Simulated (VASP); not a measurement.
Zn: single point with HSE06

The system is Zn.

```
CELL_PARAMETERS angstrom
-1.56904 1.56904 1.56904
1.56904 -1.56904 1.56904
1.56904 1.56904 -1.56904
ATOMIC_POSITIONS crystal
Zn 0.00000 0.00000 0.00000
```

This isn't the form of Zn at room conditions, which is hcp.

```yaml
Program: VASP 6.6.1
Task: single point
Functional: HSE06
Potentials_or_basis: VASP PAW PBE potentials, release 64 (Zn)
Cutoff: 520 eV
k_mesh: 8 × 8 × 8
Occupations: fermi-dirac, width 0.05 eV
Spin: no spin polarisation
```

* Pressure: -1.8 GPa
* Band gap on the k mesh: zero (bands 6 and 7 overlap by 5.74 eV)

Levels at points of the mesh, in eV from the Fermi level:
| k point | band 3 | band 4 | band 5 | band 6 | band 7 | band 8 | band 9 | band 10 |
| --- | --- | --- | --- | --- | --- | --- | --- | --- |
| (0.00, 0.00, 0.00) | -9.84 | -9.84 | -9.36 | -9.36 | 20.67 | 20.67 | 20.67 | 21.82 |
| (0.50, 0.00, 0.00) | -9.37 | -9.32 | -8.98 | -2.85 | -0.81 | 12.56 | 13.80 | 16.33 |
| (0.50, 0.50, 0.50) | -9.05 | -9.05 | -9.05 | 4.93 | 4.93 | 4.93 | 8.87 | 9.17 |

Run time: 15 min on 1 thread of AMD EPYC 9R45 96-Core Processor (Zen 5), on a shared host, peak memory 0.21 GiB.

Caveat: the PAW data sets were made with another functional, which shifts forces and pressure a little.
